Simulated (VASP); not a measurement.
# Fe (P6_3/mmc) in VASP: settings compared

Fe is run at these levels: PBE, LDA; tasks: electric field gradients.

All numbers are computed with VASP 6.6.1; they aren't measurements. Logs are shortened: lines on timing, memory, paths and dates and some standing lists are left out, and cuts for length are marked.

### Step 1. The cell of the first run

The structure is hexagonal, space group P6_3/mmc (No. 194). Conventional cell: a = 2.483 Å, b = 2.483 Å, c = 3.842 Å, α = 90.00°, β = 90.00°, γ = 120.00°. Within 3.2 Å of Fe (site symmetry -6m2) lie 12 Fe at 2.40 to 2.48 Å.

This isn't the form of Fe at room conditions, which is bcc.

### Step 2. Electric field gradients, PBE (equal xx and yy strain of +2 %)

The input, INCAR:

```
SYSTEM = Fe
PREC     = Accurate       ! precision mode
ENCUT    = 520            ! plane-wave cutoff, eV
EDIFF    = 1E-8           ! SCF threshold, eV
ISMEAR   = -1             ! smearing method
SIGMA    = 0.08           ! smearing width, eV
LREAL    = .FALSE.        ! projectors in reciprocal space
LASPH    = .TRUE.         ! aspherical terms in the spheres
NELM     = 120            ! most SCF steps
ALGO     = Normal         ! electronic algorithm
ISIF     = 2              ! what is computed and relaxed
LWAVE    = .FALSE.        ! write WAVECAR
LCHARG   = .FALSE.        ! write CHGCAR
GGA      = PE             ! functional
LEFG     = .TRUE.       
NBANDS   = 15             ! bands
GGA_COMPAT= .FALSE.
```

The input, KPOINTS:

```
regular mesh
0
G
  17 17 10
  0 0 0
```

The input, POSCAR:

```
Fe
1.0
    2.4828407370      0.0000000000      0.0000000000
   -1.2414203685      2.1502031518      0.0000000000
    0.0000000000      0.0000000000      3.8419344700
Fe
2
Direct
    0.3333333333      0.6666666667      0.2500000000
    0.6666666667      0.3333333333      0.7500000000
```

Potentials or basis: VASP PAW PBE potentials, release 64 (Fe).

On the command line:

```sh
> cat potpaw_PBE.64/Fe/POTCAR > POTCAR
> mpirun -np 1 vasp_std > vasp.out
```

OUTCAR:

```text
SYSTEM = Fe
   PREC = Accurate
   ENCUT = 520
   EDIFF = 1E-8
   ISMEAR = -1
   LREAL = .FALSE.
   LASPH = .TRUE.
   NELM = 120
   ISIF = 2
   GGA = PE

 ion  position               nearest neighbor table
   1  0.333  0.667  0.250-   2 2.40   2 2.40   2 2.40   2 2.40   2 2.40   2 2.40
   2  0.667  0.333  0.750-   1 2.40   1 2.40   1 2.40   1 2.40   1 2.40   1 2.40

  LATTYP: Found a hexagonal cell.
 ALAT       =     2.4828407370
 C/A-ratio  =     1.5473946487

  Lattice vectors:

 A1 = (   2.4828407370,   0.0000000000,   0.0000000000)
 A2 = (  -1.2414203685,   2.1502031518,   0.0000000000)
 A3 = (   0.0000000000,   0.0000000000,   3.8419344700)

Analysis of symmetry for initial positions (statically):
=====================================================================
 Subroutine PRICEL returns:
 Original cell was already a primitive cell.

 Routine SETGRP: Setting up the symmetry group for a
 hexagonal supercell.

 Subroutine GETGRP returns: Found 24 space group operations
 (whereof 12 operations were pure point group operations)
 out of a pool of 24 trial point group operations.

The static configuration has the point symmetry D_3d.
 The point group associated with its full space group is D_6h.

Analysis of symmetry for dynamics (positions and initial velocities):
=====================================================================
 Subroutine PRICEL returns:
 Original cell was already a primitive cell.

 Routine SETGRP: Setting up the symmetry group for a
 hexagonal supercell.

 Subroutine GETGRP returns: Found 24 space group operations
 (whereof 12 operations were pure point group operations)
 out of a pool of 24 trial point group operations.

The dynamic configuration has the point symmetry D_3d.
 The point group associated with its full space group is D_6h.

 Subroutine INISYM returns: Found 24 space group operations
 (whereof 12 operations are pure point group operations),
 and found     1 'primitive' translations

----------------------------------------------------------------------------------------

                                     Primitive cell

  volume of cell :      20.5106

  direct lattice vectors                    reciprocal lattice vectors
     2.482840737  0.000000000  0.000000000     0.402764456  0.232536167  0.000000000
    -1.241420369  2.150203152  0.000000000     0.000000000  0.465072335  0.000000000
     0.000000000  0.000000000  3.841934470     0.000000000  0.000000000  0.260285543

  length of vectors
     2.482840737  2.482840737  3.841934470     0.465072335  0.465072335  0.260285543

  position of ions in fractional coordinates (direct lattice)
     0.333333333  0.666666667  0.250000000
     0.666666667  0.333333333  0.750000000

  ion indices of the primitive-cell ions
   primitive index   ion index
                 1           1
                 2           2

----------------------------------------------------------------------------------------

 KPOINTS: regular mesh

Automatic generation of k-mesh.
 Grid dimensions read from file:
 generate k-points for:   17   17   10

 Generating k-lattice:

  Cartesian coordinates                     Fractional coordinates (reciprocal lattice)
     0.023692027  0.013678598  0.000000000     0.058823529  0.000000000  0.000000000
     0.000000000  0.027357196  0.000000000     0.000000000  0.058823529  0.000000000
     0.000000000  0.000000000  0.026028554     0.000000000  0.000000000  0.100000000

  Length of vectors
     0.027357196  0.027357196  0.026028554

  Shift w.r.t. Gamma in fractional coordinates (k-lattice)
     0.000000000  0.000000000  0.000000000

[... 36 lines left out ...]
   dimension x,y,z NGXF=    36 NGYF=   36 NGZF=   60
   ions per type =               2
   NGX,Y,Z   is equivalent  to a cutoff of  12.05, 12.05, 12.98 a.u.
   NGXF,Y,Z  is equivalent  to a cutoff of  24.10, 24.10, 25.96 a.u.
 SYSTEM =  Fe
   PREC   = accura    normal or accurate (medium, high low for compatibility)
   ISTART =      0    job   : 0-new  1-cont  2-samecut
   ICHARG =      2    charge: 1-file 2-atom 10-const
   ISPIN  =      1    spin polarized calculation?
   LNONCOLLINEAR =      F non collinear calculations
   LSORBIT =      F    spin-orbit coupling
   LASPH  =      T    aspherical Exc in radial PAW
   ENCUT  =  520.0 eV  38.22 Ry    6.18 a.u.   4.62  4.62  7.14*2*pi/ulx,y,z
   NELM   =    120;   NELMIN=  2; NELMDL= -5     # of ELM steps
   EDIFF  = 0.1E-07   stopping-criterion for ELM
   LREAL  =      F    real-space projection
   EDIFFG = 0.1E-06   stopping-criterion for IOM
   NSW    =      0    number of steps for IOM
   IBRION =     -1    ionic relax: 0-MD 1-quasi-New 2-CG
   NFREE  =      0    steps in history (QN), initial steepest desc. (CG)
   ISIF   =      2    stress and relaxation
   ISYM   =      2    0-nonsym 1-usesym 2-fastsym
   POTIM  = 0.5000    time-step for ionic-motion
   TEBEG  =    0.0;   TEEND  =   0.0 temperature during run
   PSTRESS=    0.0 pullay stress
   NELECT =      16.0000    total number of electrons
   NUPDOWN=      -1.0000    fix difference up-down
   EMIN   =  10.00;   EMAX   =-10.00  energy-range for DOS
   EFERMI =   0.00;   METHOD = LEGACY
   ISMEAR =    -1;   SIGMA  =   0.08  broadening in eV -4-tet -1-fermi 0-gaus
   EFERMI_NEDOS =   21; number of points for ismear=-14 and -15
   IALGO  =     38    algorithm
   IMIX   =      4    mixing-type and parameters
     AMIX     =   0.40;   BMIX     =  1.00
     AMIX_MAG =   1.60;   BMIX_MAG =  1.00
  volume/ion in A,a.u.               =      10.26        69.21
  Fermi-wavevector in a.u.,A,eV,Ry     =   1.507031  2.847875 30.900750  2.271141
  Thomas-Fermi vector in A             =   2.617670
   LORBIT       =      0    0 simple, 1 ext, 2 COOP (PROOUT), +10 PAW based schemes
   GGA     = PE    functional components
   LHFCALC =     F    Hartree Fock is set to
   AEXX    =    0.0000 exact exchange contribution
   IVDW    =     0    specifies the selected vdW correction
   LEPSILON=     F    determine dielectric tensor
   LRPA    =     F    only Hartree local field effects (RPA)
 non-spin polarized calculation
  energy-cutoff  :      520.00
  volume of cell :       20.51
 maximum number of plane-waves:       563
   NGX =  9   NGY =  9   NGZ = 15

 number of electron      15.9999993 magnetization

 Free energy of the ion-electron system (eV)
  ---------------------------------------------------
  ext. energy  EPLUGINS =         0.00000000
  ---------------------------------------------------
  free energy    TOTEN  =       -16.32509792 eV

  energy without entropy =      -16.26906330  energy(sigma->0) =      -16.29708061

 E-fermi :   6.8395     XC(G=0): -13.7530

 val. band max:        6.8335395576   @ k =   0.4706   0.0588   0.5000
 cond. band min:       6.8434370348   @ k =   0.3529   0.2353   0.3000
 fundamental gap:      0.0098974772
 Fermi energy:         6.8394845965

 k-point     1 :       0.0000    0.0000    0.0000
  band No.  band energies     occupation
      1      -2.0411      2.00000
      2       1.9489      2.00000
      3       5.1872      2.00000
      4       5.1872      2.00000
      5       5.4649      2.00000
      6       5.6822      2.00000
      7       5.6822      2.00000
      8       5.8988      1.99998
      9       5.8988      1.99998
     10       7.5437      0.00030
     11       7.5437      0.00030
     12       7.6551      0.00007
     13      15.8578      0.00000
     14      28.4018      0.00000
[... 401 lines left out ...]
      2       3.1630      2.00000
      3       3.5709      2.00000
      4       3.7095      2.00000
      5       4.9266      2.00000
      6       5.4201      2.00000
      7       5.7178      2.00000
      8       6.4643      1.98178
      9       6.9039      0.61787
     10       7.4282      0.00127
     11       7.7977      0.00001
     12      14.2804      0.00000
     13      16.2597      0.00000
     14      19.9275      0.00000
     15      20.6765      0.00000

 [... further k-points ...]

------------------------ aborting loop because EDIFF is reached ----------------------------------------

  FORCE on cell =-STRESS in cart. coord.  units (eV):
  Direction    XX          YY          ZZ          XY          YZ          ZX
  --------------------------------------------------------------------------------------
  -------------------------------------------------------------------------------------
  Total       -0.5996822     -0.5996822      0.5500274      0.0000000      0.0000000      0.0000000
  in kB      -46.8439394    -46.8439394     42.9651758      0.0000000      0.0000000      0.0000000
  external PRESSURE =     -16.9075677 kB  Pullay stress =       0.0000000 kB

 VOLUME and BASIS-vectors are now :
 -----------------------------------------------------------------------------
  energy-cutoff  :      520.00
  volume of cell :       20.51
      direct lattice vectors                 reciprocal lattice vectors
     2.482840737  0.000000000  0.000000000     0.402764456  0.232536167  0.000000000
    -1.241420369  2.150203152  0.000000000     0.000000000  0.465072335  0.000000000
     0.000000000  0.000000000  3.841934470     0.000000000  0.000000000  0.260285543

 POSITION                                       TOTAL-FORCE (eV/Angst)
 -----------------------------------------------------------------------------------
     -0.00000      1.43347      0.96048        -0.000000      0.000000      0.000000
      1.24142      0.71673      2.88145         0.000000     -0.000000      0.000000
 -----------------------------------------------------------------------------------
    total drift:                                0.000000     -0.000000     -0.000000

  FREE ENERGIE OF THE ION-ELECTRON SYSTEM (eV)
  ---------------------------------------------------
  free  energy   TOTEN  =       -16.3250979227 eV

  energy  without entropy=      -16.2690632994  energy(sigma->0) =      -16.29708061

 Electric field gradients (V/A^2)
---------------------------------------------------------------------
 ion       V_xx      V_yy      V_zz      V_xy      V_xz      V_yz
---------------------------------------------------------------------
   1       5.891     5.890   -11.781    -0.001     0.000     0.000
   2       5.891     5.890   -11.781    -0.001     0.000     0.000
---------------------------------------------------------------------

 Electric field gradients after diagonalization (V/A^2)
 (convention: |V_zz| > |V_xx| > |V_yy|)
----------------------------------------------------------------------
 ion       V_xx      V_yy      V_zz     asymmetry (V_yy - V_xx)/ V_zz
----------------------------------------------------------------------
   1       5.892     5.889   -11.781       0.000
   2       5.892     5.889   -11.781       0.000
----------------------------------------------------------------------

           NMR quadrupolar parameters

 Cq : quadrupolar parameter    Cq=e*Q*V_zz/h
 eta: asymmetry parameters     (V_yy - V_xx)/ V_zz
 Q  : nuclear electric quadrupole moment in mb (millibarn)
----------------------------------------------------------------------
 ion       Cq(MHz)       eta       Q (mb)
----------------------------------------------------------------------
   1      -0.028       0.000       1.000
   2      -0.028       0.000       1.000
----------------------------------------------------------------------
```

Wall time 40 s (1 thread of AMD EPYC 7R13 (Zen 3), shared host); peak memory 0.14 GiB.

Results:

```yaml
Free_energy: -16.3251 eV
Pressure: -1.7 GPa
Band_gap_on_the_k_mesh: zero (bands 8 and 9 overlap by 1.75 eV)
Largest_electric_field_gradient_by_atom: Fe -11.8 V/Å²
```

Electric field gradients, principal values (V/Å²):
| atom | least | middle | greatest (by size) |
| --- | --- | --- | --- |
| 1 Fe | 5.889 | 5.892 | -11.781 |
| 2 Fe | 5.889 | 5.892 | -11.781 |

Caveat: the cell differs from its parent crystal (equal xx and yy strain of +2 %); without QUAD_EFG the Cq values of the log hold for a quadrupole moment of 1 mb, not for the nuclei; the run has no spin polarisation, though such a crystal can be magnetic. Spin polarisation is off, so any magnetic state and its effect on volume and gap are missing.

### Step 3. Electric field gradients, LDA (9.46 Å³/atom)

This run uses another cell than the first one, of 9.46 Å³/atom.

The input, INCAR:

```
SYSTEM = Fe
PREC = Accurate ; ENCUT = 520
EDIFF = 1E-8 ; ISMEAR = -1
SIGMA = 0.08 ; LREAL = .False.
LASPH = .True. ; NELM = 60
ALGO = Normal ; ISIF = 2
LWAVE = .False. ; LCHARG = .False.
LEFG = .True. ; NBANDS = 15
```

The input, KPOINTS:

```
regular mesh
0
Gamma
  17 17 10
  0 0 0
```

The input, POSCAR:

```
Fe
1.0
    2.4012595311      0.0000000000      0.0000000000
   -1.2006297656      2.0795517550      0.0000000000
    0.0000000000      0.0000000000      3.7900100715
Fe
2
Direct
    0.3333333333      0.6666666667      0.2500000000
    0.6666666667      0.3333333333      0.7500000000
```

Potentials or basis: VASP PAW LDA potentials, release 64 (Fe).

On the command line:

```sh
> cat potpaw_LDA.64/Fe/POTCAR > POTCAR
> mpirun -np 1 vasp_std > vasp.out
```

OUTCAR:

```text
SYSTEM = Fe
   PREC = Accurate
   ENCUT = 520
   EDIFF = 1E-8
   ISMEAR = -1
   LREAL = .False.
   LASPH = .True.
   NELM = 60
   ISIF = 2

 ion  position               nearest neighbor table
   1  0.333  0.667  0.250-   2 2.35   2 2.35   2 2.35   2 2.35   2 2.35   2 2.35
   2  0.667  0.333  0.750-   1 2.35   1 2.35   1 2.35   1 2.35   1 2.35   1 2.35

  LATTYP: Found a hexagonal cell.
 ALAT       =     2.4012595311
 C/A-ratio  =     1.5783425417

  Lattice vectors:

 A1 = (   2.4012595311,   0.0000000000,   0.0000000000)
 A2 = (  -1.2006297656,   2.0795517550,   0.0000000000)
 A3 = (   0.0000000000,   0.0000000000,   3.7900100715)

Analysis of symmetry for initial positions (statically):
=====================================================================
 Subroutine PRICEL returns:
 Original cell was already a primitive cell.

 Routine SETGRP: Setting up the symmetry group for a
 hexagonal supercell.

 Subroutine GETGRP returns: Found 24 space group operations
 (whereof 12 operations were pure point group operations)
[... 622 lines left out ...]
     2.401259531  0.000000000  0.000000000     0.416448113  0.240436430  0.000000000
    -1.200629766  2.079551755  0.000000000     0.000000000  0.480872860  0.000000000
     0.000000000  0.000000000  3.790010071     0.000000000  0.000000000  0.263851542

 POSITION                                       TOTAL-FORCE (eV/Angst)
 -----------------------------------------------------------------------------------
     -0.00000      1.38637      0.94750        -0.000000     -0.000000      0.000000
      1.20063      0.69318      2.84251         0.000000      0.000000      0.000000
 -----------------------------------------------------------------------------------
    total drift:                                0.000000      0.000000     -0.000000

  FREE ENERGIE OF THE ION-ELECTRON SYSTEM (eV)
  ---------------------------------------------------
  free  energy   TOTEN  =       -18.8458996244 eV

  energy  without entropy=      -18.7955953606  energy(sigma->0) =      -18.82074749

 Electric field gradients (V/A^2)
---------------------------------------------------------------------
 ion       V_xx      V_yy      V_zz      V_xy      V_xz      V_yz
---------------------------------------------------------------------
   1       4.523     4.524    -9.047     0.001     0.000    -0.000
   2       4.523     4.524    -9.047     0.001    -0.000     0.000
---------------------------------------------------------------------

 Electric field gradients after diagonalization (V/A^2)
 (convention: |V_zz| > |V_xx| > |V_yy|)
----------------------------------------------------------------------
 ion       V_xx      V_yy      V_zz     asymmetry (V_yy - V_xx)/ V_zz
----------------------------------------------------------------------
   1       4.524     4.522    -9.047       0.000
   2       4.524     4.522    -9.047       0.000
----------------------------------------------------------------------

           NMR quadrupolar parameters

 Cq : quadrupolar parameter    Cq=e*Q*V_zz/h
 eta: asymmetry parameters     (V_yy - V_xx)/ V_zz
 Q  : nuclear electric quadrupole moment in mb (millibarn)
----------------------------------------------------------------------
 ion       Cq(MHz)       eta       Q (mb)
----------------------------------------------------------------------
   1      -0.022       0.000       1.000
   2      -0.022       0.000       1.000
----------------------------------------------------------------------
```

OSZICAR:

```text
N       E                     dE             d eps       ncg     rms          rms(c)
DAV:   1     0.767544725355E+02    0.76754E+02   -0.71296E+03  6060   0.149E+03
DAV:   2    -0.198995796587E+02   -0.96654E+02   -0.86186E+02  5940   0.251E+02
DAV:   3    -0.220086057666E+02   -0.21090E+01   -0.20172E+01  7284   0.544E+01
DAV:   4    -0.220230287667E+02   -0.14423E-01   -0.14421E-01  6990   0.393E+00
DAV:   5    -0.220232396179E+02   -0.21085E-03   -0.21085E-03  7431   0.464E-01    0.191E+01
DAV:   6    -0.190639347527E+02    0.29593E+01   -0.11491E+01  6675   0.778E+01    0.199E+00
DAV:   7    -0.188934752676E+02    0.17046E+00   -0.73805E-01  7039   0.179E+01    0.116E+00
DAV:   8    -0.188599924759E+02    0.33483E-01   -0.43437E-03  9251   0.102E+00    0.568E-01
DAV:   9    -0.188458690644E+02    0.14123E-01   -0.23862E-03  8989   0.634E-01    0.697E-02
DAV:  10    -0.188459307257E+02   -0.61661E-04   -0.13377E-04  8396   0.203E-01    0.411E-02
DAV:  11    -0.188458995738E+02    0.31152E-04   -0.96001E-06  8792   0.699E-02    0.317E-03
DAV:  12    -0.188458996268E+02   -0.52957E-07   -0.46135E-07  6654   0.690E-03    0.142E-03
DAV:  13    -0.188458996244E+02    0.23435E-08   -0.33932E-09  5136   0.627E-04
   1 F= -.18845900E+02 E0= -.18820747E+02  d E =-.503043E-01
```

It took 82 s on 1 thread of AMD EPYC 7R13, shared host; peak memory 0.13 GiB.

What came out:

* Free energy: -18.8459 eV
* Pressure: 3.0 GPa
* Band gap on the k mesh: zero (bands 8 and 9 overlap by 2.05 eV)
* Largest electric field gradient by atom: Fe -9.0 V/Å²

Stress tensor (GPa, compression positive):
```
2.79 0.00 0.00
0.00 2.79 0.00
0.00 0.00 3.52
```

Levels at points of the mesh, in eV from the Fermi level:
```
           k point  band 6  band 7  band 8  band 9  band 10  band 11
(0.00, 0.00, 0.00)   -1.34   -1.34   -0.96   -0.96     0.66     0.80
(0.00, 0.00, 0.50)   -2.00   -2.00   -2.00    0.36     0.36     0.36
```

Electric field gradients, principal values (V/Å²):
```csv
atom,least,middle,greatest (by size)
1 Fe,4.522,4.524,-9.047
2 Fe,4.522,4.524,-9.047
```

Caveat: the cell stands under pressure; without QUAD_EFG the Cq values of the log hold for a quadrupole moment of 1 mb, not for the nuclei; the run has no spin polarisation, though such a crystal can be magnetic.
